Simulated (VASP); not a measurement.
Crystal: Mg.

```xyz
2
Lattice="3.2093 0.0000 0.0000 -1.6046 2.7793 0.0000 0.0000 0.0000 5.2103" Properties=species:S:1:pos:R:3 pbc="T T T"
Mg    0.0000    1.8529    1.3026
Mg    1.6047    0.9264    3.9077
```

| Property | Result |
| --- | --- |
| Program | VASP 6.6.1 |
| Task | relaxation of cell and atoms |
| Functional | LDA |
| Potentials or basis | VASP PAW LDA potentials, release 64 (Mg) |
| Cutoff | 600 eV |
| k mesh | 15 × 15 × 8 |
| Occupations | gaussian, width 0.1 eV |
| Spin | no spin polarisation |

At the start: pressure -2.8 GPa; volume 23.24 Å³/atom.

Where does the relaxation end?

Over 8 steps the energy falls by 17.6 meV/atom and the volume is 21.43 Å³/atom (-7.8 %); space group P6_3/mmc (No. 194, to 0.05 Å).

The path:
| step | energy change (eV) | largest force (eV/Å) | pressure (GPa) | volume (Å³) |
| --- | --- | --- | --- | --- |
| 1 | 0.0000 | 0.0000 | -2.81 | 46.47 |
| 2 | -0.0322 | 0.0000 | -0.85 | 43.79 |
| 3 | -0.0349 | 0.0000 | -0.01 | 42.86 |
| 4 | -0.0349 | 0.0000 | 0.05 | 42.79 |
| 5 | -0.0351 | 0.0000 | 0.05 | 42.80 |
| 6 | -0.0351 | 0.0000 | 0.04 | 42.81 |
| 7 | -0.0351 | 0.0000 | 0.04 | 42.81 |
| 8 | -0.0351 | 0.0000 | 0.00 | 42.85 |

Final structure:
```
CELL_PARAMETERS angstrom
3.13820 0.00000 0.00000
-1.56910 2.71776 0.00000
0.00000 0.00000 5.02468
ATOMIC_POSITIONS crystal
Mg 0.33333 0.66667 0.25000
Mg 0.66667 0.33333 0.75000
```
